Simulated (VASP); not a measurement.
Runs of VASP 6.6.1 on Mg2Si. The structure is that of space group Fm-3m (No. 225), or close to it. The cells are those of the table. 

```csv
level,cell,k mesh,cutoff (eV),gap on the mesh (eV),pressure (GPa)
r2SCAN,"a = 4.482 Å, angles 60.0°, 3 atoms",6 × 6 × 6,660,(d),-0.3
r2SCAN,"a = 4.482 Å, angles 60.0°, 3 atoms",8 × 8 × 8,660,0.45,-0.3
PBE,"a = 4.588 Å, angles 60.0°, 3 atoms",6 × 6 × 6,600,0.27,-2.9
PBE,"a = 4.500 Å, angles 60.0°, 3 atoms",6 × 6 × 6,600,0.21,-0.1
r2SCAN,"a = 4.569 Å, angles 60.0°, 3 atoms",6 × 6 × 6,660,0.50,-3.3
PBE,"a = 4.455 Å, angles 60.0°, 3 atoms",6 × 6 × 6,600,0.17,1.6
r2SCAN,"a = 4.526 Å, angles 60.0°, 3 atoms",6 × 6 × 6,660,0.48,-1.9
r2SCAN,"a = 4.390 Å, angles 60.0°, 3 atoms",6 × 6 × 6,660,(a),(c)
PBE,"a = 4.408 Å, angles 60.0°, 3 atoms",6 × 6 × 6,600,0.13,3.7
PBE,"a = 4.545 Å, angles 60.0°, 3 atoms",6 × 6 × 6,600,0.24,-1.6
r2SCAN,"a = 4.436 Å, angles 60.0°, 3 atoms",6 × 6 × 6,660,(b),1.6
PBE,"a = 4.482 Å, angles 60.0°, 3 atoms",8 × 8 × 8,600,0.20,0.6
```

Alike in all rows: task single point; potentials or basis VASP PAW PBE potentials, release 64 (Mg, Si); no spin polarisation; smearing gaussian 0.01 eV.

Question: Fill in the values left out.

Answer: (a) 0.37; (b) 0.41; (c) 3.8; (d) 0.44.

Caveats: semilocal functionals underestimate gaps, and a narrow one can read as zero; the PAW data sets were made with another functional, which shifts forces and pressure a little (at least some runs); the cell stands under pressure (at least some runs); the cell stands under tension (at least some runs).

A k mesh can miss the band edges.
